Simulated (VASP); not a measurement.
Write the native input for VASP 6.6.1 that does the following.

```
Task                   : relaxation of cell and atoms
Functional             : PBE
Potentials or basis    : VASP PAW PBE potentials, release 64 (Al, Ga_d, N)
Cutoff                 : 600 eV
k mesh                 : 6 × 6 × 2
Occupations            : gaussian, width 0.1 eV
Spin                   : no spin polarisation
Dipole correction      : no
Further INCAR settings : ALGO = Normal; EDIFF = 1e-07; IBRION = 2; EDIFFG = -0.04; NSW = 90; ISIF = 3
```

The structure of AlGa2N3 lies in POSCAR:

```
AlGa2N3
1.0
    3.4026705300      0.0000000000      0.0000000000
   -1.7013352700      2.9467991200      0.0000000000
    0.0000000000      0.0000000000      8.3348065700
Al Ga N
1 2 3
Direct
    0.0000000000      0.0000000000      0.5000000000
    0.3333333300      0.6666666700      0.1666666700
    0.6666666700      0.3333333300      0.8333333300
    0.3333333300      0.6666666700      0.6666666700
    0.6666666700      0.3333333300      0.3333333300
    0.0000000000      0.0000000000      0.0000000000
```

The input as run:

INCAR

```
SYSTEM = AlGa2N3
PREC = Accurate ; ENCUT = 600
EDIFF = 1E-7 ; ISMEAR = 0
SIGMA = 0.1 ; LREAL = .FALSE.
LASPH = .TRUE. ; NELM = 60
ALGO = Normal ; ISIF = 3
LWAVE = .FALSE. ; LCHARG = .FALSE.
GGA = PE ; IBRION = 2
NSW = 90 ; EDIFFG = -0.04
```

KPOINTS

```
regular mesh
0
G
  6 6 2
  0 0 0
```

Potentials or basis: VASP PAW PBE potentials, release 64 (Al, Ga_d, N).

Run with:

```sh
$ cat potpaw_PBE.64/Al/POTCAR potpaw_PBE.64/Ga_d/POTCAR potpaw_PBE.64/N/POTCAR > POTCAR
$ mpirun -np 1 vasp_std > vasp.out
```

It gave:

- Relaxed volume: 9.31 Å³/atom
- Relaxed cell: a = 2.974 Å, b = 2.974 Å, c = 7.289 Å, α = 90.00°, β = 90.00°, γ = 120.00°
- Space group after relaxing (to 0.1 Å): P-3m1 (No. 164)
- Energy gained by relaxing: 758.2 meV/atom
- Ionic steps: 7
- Pressure after relaxing: 0.0 GPa
- Band gap on the k mesh: 1.45 eV (least direct gap 2.40 eV)

Caveat: the volume moved by over 15 % at a fixed basis, so the end points are rough.

Wall time 6.6 min on 1 thread of Intel Xeon 8259CL, with other jobs on the host, peak memory 0.26 GiB.
